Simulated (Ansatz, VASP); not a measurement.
**One calculation of Ta, two programs**

INCAR

```
ALGO = Normal
EDIFF = 1E-6
ENCUT = 520
ISIF = 2
ISMEAR = -1
LASPH = T
LCHARG = F
LREAL = F
LWAVE = F
NBANDS = 18
NELM = 80
PREC = Accurate
SIGMA = 0.05
```

Contents of KPOINTS:

```
k-points
0
Gamma
  11 11 5
```

The input POSCAR:

```
Ta
1.0
    2.8611730502      0.0000000000      0.0000000000
   -1.4305865251      2.4778485461      0.0000000000
    0.0000000000      0.0000000000      5.0964509272
Ta
2
Direct
    0.3333333333      0.6666666667      0.2500000000
    0.6666666667      0.3333333333      0.7500000000
```

The input input.yaml:

```yaml
crystal:
  lattice:
    - [2.8611730502, 0.0, 0.0]
    - [-1.4305865251, 2.4778485461, 0.0]
    - [0.0, 0.0, 5.0964509272]
  atoms:
    - { symbol: Ta, position: [0.3333333333, 0.6666666667, 0.25] }
    - { symbol: Ta, position: [0.6666666667, 0.3333333333, 0.75] }
kpoints:
  mp_grid: { grid: [11, 11, 5] }
scf:
  occupations: { method: fermi_dirac, width: 0.05 }
hamiltonian:
  xc: lda
  pseudopotentials: { kind: all_electron, lapw: { basis_error: 0.001 } }
output:
  forces: true
  stress: true
  eigenvalues: true
```

Change from the starting cell: volume scaled by 0.96.

Alike in both runs: task single point; functional LDA; k mesh 11 × 11 × 5; occupations fermi-dirac, width 0.05 eV; no spin polarisation.

```csv
,VASP,Ansatz
version,VASP 6.6.1,Ansatz 0.2.0
potentials or method,"VASP PAW LDA potentials, release 64 (Ta_pv), cutoff 520 eV","all-electron LAPW, scalar-relativistic"
```

VASP gave:

| Item | Value |
| --- | --- |
| gap on the k mesh at the Fermi level (eV) | none |
| pressure (GPa) | -3.9 |
| traceless stress, the component that is largest in VASP (GPa) | 1.46 |

Estimate Ansatz's values.

gap on the k mesh at the Fermi level (eV): none; pressure (GPa): -4.7; traceless stress, the component that is largest in VASP (GPa): 1.54.

LDA's correlation is that of Perdew and Zunger in VASP and of Perdew and Wang (1992) in Ansatz. A gap of «none» marks a metal or a gap that the smearing closes. Ansatz ran all-electron here, and VASP with PAW potentials.

Spin-orbit coupling is off throughout.
